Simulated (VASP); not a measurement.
Here is a VASP 6.6.1 calculation.

File INCAR:

```
PREC = Accurate
ENCUT = 520
EDIFF = 1E-6
ISMEAR = 0
SIGMA = 0.05
LREAL = False
LASPH = True
NELM = 60
ALGO = Normal
ISIF = 2
LWAVE = False
LCHARG = True
LELF = True
LVHAR = True
NBANDS = 29
```

KPOINTS

```
regular mesh
0
Gamma
  6 6 6
```

The input POSCAR:

```
CsCdCl3
1.0
    5.0440000000      0.0000000000      0.0000000000
    0.0000000000      5.0440000000      0.0000000000
    0.0000000000      0.0000000000      5.1220000000
Cs Cd Cl
1 1 3
Direct
    0.0000000000      0.0000000000      0.0000000000
    0.5000000000      0.5000000000      0.5000000000
    0.0000000000      0.5000000000      0.5000000000
    0.5000000000      0.0000000000      0.5000000000
    0.5000000000      0.5000000000      0.0000000000
```

Potentials or basis: VASP PAW LDA potentials, release 64 (Cs_sv, Cd, Cl).

The run is started by

```sh
$ cat potpaw_LDA.64/Cs_sv/POTCAR potpaw_LDA.64/Cd/POTCAR potpaw_LDA.64/Cl/POTCAR > POTCAR
$ mpirun -np 1 vasp_std > vasp.out
```

(1) Predict the band gap on the k mesh.

(2) What does it give for the pressure?

Results:

(1) 1.62 eV, indirect (least direct gap 2.45 eV).

(2) 1.5 GPa.

Caveat: the cell differs from its parent crystal (strain -0.030 along x and y, -0.015 along z); spin-orbit coupling is left out, which moves the levels of the heavy elements.
